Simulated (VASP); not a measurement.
Here is a VASP 6.6.1 calculation.

Contents of INCAR:

```
PREC = Accurate ; ENCUT = 520
EDIFF = 1E-8 ; ISMEAR = 0
SIGMA = 0.01 ; LREAL = False
LASPH = True ; NELM = 100
ALGO = Normal ; ISIF = 2
LWAVE = False ; LCHARG = True
GGA = PE ; IBRION = 8
NSW = 1 ; LEPSILON = True
```

The input KPOINTS:

```
regular mesh
0
Gamma
  12 12 4
```

Contents of POSCAR:

```
NaF
1.0
    3.2539998754      0.0000000000      0.0000000000
   -1.6269999377      2.8180465560      0.0000000000
    0.0000000000      0.0000000000      5.6945091379
Na F
2 2
Direct
    0.0000000000      0.0000000000      0.0000000000
    0.0000000000      0.0000000000      0.5000000000
    0.3333333333      0.6666666667      0.2500000000
    0.6666666667      0.3333333333      0.7500000000
```

Potentials or basis: VASP PAW PBE potentials, release 64 (Na_pv, F).

Run with:

```sh
$ cat potpaw_PBE.64/Na_pv/POTCAR potpaw_PBE.64/F/POTCAR > POTCAR
$ mpirun -np 1 vasp_std > vasp.out
```

Predict the electronic dielectric tensor (diagonal).

1.84, 1.84, 1.86.

What does it give for the Born charges (mean of the diagonal)?

Na +1.02; F -1.02 e.

What does it give for the highest phonon frequency at Γ, LO-TO splitting left out?

317 cm⁻¹.

Phonon frequencies in cm⁻¹ (negative: imaginary):
```tsv
q point	frequencies
(0.000, 0.000, 0.000)	-4 -4 -3 122 122 180 180 218 218 230 299 317
```
